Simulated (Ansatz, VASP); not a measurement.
**Ga4Sb3As in VASP and in Ansatz**

```
Ga Sb As
1.0
     4.31457    0.00000    0.00000
     0.00000    4.31457    0.00000
     0.00000    0.00000   12.19343
Ga Sb As
4 3 1
Cartesian
  2.1573 0.0000 7.6730
  0.0000 2.1573 10.8204
  2.1573 0.0000 1.3730
  0.0000 2.1573 4.5205
  0.0000 0.0000 9.2450
  0.0000 0.0000 2.9485
  2.1573 2.1573 6.0967
  2.1573 2.1573 0.0000
```

Alike in both runs: task single point; functional PBE; k mesh 10 × 10 × 4; occupations gaussian, width 0.1 eV; no spin polarisation.

```csv
,VASP,Ansatz
version,VASP 6.6.1,Ansatz 0.2.0
potentials or method,"VASP PAW PBE potentials, release 64 (Ga_d, Sb, As), cutoff 520 eV","scalar-relativistic, plane waves, PAW"
valence electrons in the cell,72,112
```

Ansatz gave:

* gap on the k mesh at the Fermi level (eV): none
* pressure (GPa): 0.0

Task: Estimate VASP's values.

Result: gap on the k mesh at the Fermi level (eV): none; pressure (GPa): 0.1.

A gap of «none» marks a metal or a gap that the smearing closes. VASP's potentials hold 72 valence electrons a cell and Ansatz's 112, so a difference there can come from the potentials and not from the codes.

Spin-orbit coupling is off throughout.
